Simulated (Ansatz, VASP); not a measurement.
**One calculation of PtS2, two programs**

The input POSCAR:

```
PtS2
1.0
    3.5526240960      0.0000000000      0.0000000000
   -1.7763120480      3.0766627172      0.0000000000
    0.0000000000      0.0000000000      5.1228306077
Pt S
1 2
Direct
    0.0000000000      0.0000000000      0.0000000000
    0.3333333333      0.6666666667      0.2392542177
    0.6666666667      0.3333333333      0.7607457823
```

Contents of INCAR.step1:

```
  PREC = Accurate
  ENCUT = 520
  EDIFF = 1E-5
  ISMEAR = 0
  SIGMA = 0.01
  LREAL = F
  LASPH = T
  NELM = 100
  ALGO = Normal
  ISIF = 2
  LWAVE = T
  LCHARG = F
  NBANDS = 18
  GGA = PE
```

File INCAR.step2:

```
  PREC = Accurate
  ENCUT = 520
  EDIFF = 1E-6
  ISMEAR = 0
  SIGMA = 0.01
  LREAL = F
  LASPH = T
  NELM = 100
  ALGO = Normal
  ISIF = 2
  LWAVE = F
  LCHARG = F
  GGA = PE
  LHFCALC = T
  AEXX = 0.1
  HFSCREEN = 0.1
  PRECFOCK = Normal
  NBANDS = 18
  ISTART = 1
```

The input KPOINTS:

```
regular mesh
0
Gamma
  6 6 2
```

Input for Ansatz:

```yaml
crystal:
  lattice:
    - [3.552624096, 0.0, 0.0]
    - [-1.776312048, 3.0766627172, 0.0]
    - [0.0, 0.0, 5.1228306077]
  atoms:
    - { symbol: Pt, position: [0.0, 0.0, 0.0] }
    - { symbol: S, position: [0.3333333333, 0.6666666667, 0.2392542177] }
    - { symbol: S, position: [0.6666666667, 0.3333333333, 0.7607457823] }
kpoints:
  mp_grid: { grid: [6, 6, 2] }
hamiltonian:
  xc: { exchange: pbe, correlation: pbe, exx: { coeff: 0.1, omega: 0.1 } }
scf:
  occupations: { method: fixed }
  n_extra_bands: 4
output:
  forces: true
  stress: true
  eigenvalues: true
```

Alike in both runs: task single point; functional PBE-based screened hybrid with a share of 0.1 of exact exchange and HFSCREEN = 0.1; k mesh 6 × 6 × 2; no spin polarisation.

|  | VASP | Ansatz |
| --- | --- | --- |
| version | VASP 6.6.1 | Ansatz 0.2.0 |
| potentials or method | VASP PAW PBE potentials, release 64 (Pt, S) | plane waves |
| plane-wave cutoff (eV) | 520 | 420 |
| occupations | gaussian, width 0.01 eV | fixed |
| valence electrons in the cell | 22 | 30 |

```csv
,VASP,Ansatz,Ansatz less VASP
gap on the k mesh at the Fermi level (eV),1.16,1.18,+0.014
pressure (GPa),1.2,1.7,+0.49
"traceless stress, the component that is largest in VASP (GPa)",0.01,-0.12,-0.137
rms of the force components (eV/Å),0.071,0.057,-0.0146
```

VASP's potentials were made for PBE, not for PBE-based screened hybrid. Atom by atom the forces differ by 0.015 eV/Å (rms over components). VASP's potentials hold 22 valence electrons a cell and Ansatz's 30, so a difference there can come from the potentials and not from the codes. Ansatz's warnings: stress exchange threshold loose, stress scf threshold loose.

The k mesh is coarse, so the values compare programs but aren't converged. Spin-orbit coupling is off throughout.
